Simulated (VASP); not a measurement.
Input of a VASP 6.6.1 run:

The input POSCAR:

```
PbSe
1.0
    0.0772175555      3.0887022191      3.0887022191
    3.0887022191      0.0772175555      3.0887022191
    3.1659197746      3.1659197746      0.0000000000
Pb Se
1 1
Direct
    0.0000000000      0.0000000000      0.0000000000
    0.5000000000      0.5000000000      0.5000000000
```

File INCAR.step1:

```
ALGO = Normal ; EDIFF = 1E-5
ENCUT = 550 ; GGA = PE
GGA_COMPAT = False ; ISMEAR = -1
LASPH = True ; LCHARG = False
LREAL = False ; LWAVE = True
NBANDS = 17 ; NELM = 120
PREC = Accurate ; SIGMA = 0.02
```

The input INCAR.step2:

```
ALGO = Normal ; EDIFF = 1E-6
ENCUT = 550 ; GGA_COMPAT = False
ISIF = 2 ; ISMEAR = -1
ISTART = 1 ; LASPH = True
LCHARG = True ; LELF = True
LMIXTAU = True ; LREAL = False
LVHAR = True ; LWAVE = False
METAGGA = R2SCAN ; NBANDS = 17
NELM = 120 ; PREC = Accurate
SIGMA = 0.02
```

Contents of KPOINTS:

```
k-points
0
Gamma
  8 8 8
```

Potentials or basis: VASP PAW PBE potentials, release 64 (Pb_d, Se).

Launch:

```sh
$ cat potpaw_PBE.64/Pb_d/POTCAR potpaw_PBE.64/Se/POTCAR > POTCAR
$ cp INCAR.step1 INCAR
$ mpirun -np 1 vasp_std > vasp.out
$ cp INCAR.step2 INCAR
$ mpirun -np 1 vasp_std > vasp.out
```

What does it give for the pressure?

0.0 GPa.

Predict the band gap on the k mesh.

0.42 eV, indirect (least direct gap 0.63 eV).

Stress tensor (GPa, compression positive):
```
 0.05 -0.92  0.00
-0.92  0.05  0.00
 0.00  0.00 -0.01
```

Caveat: the cell differs from its parent crystal (shear xy strain +5.0%); the PAW data sets were made with another functional, which shifts forces and pressure a little; spin-orbit coupling is left out, which moves the levels of the heavy elements. A k mesh can miss the band edges.
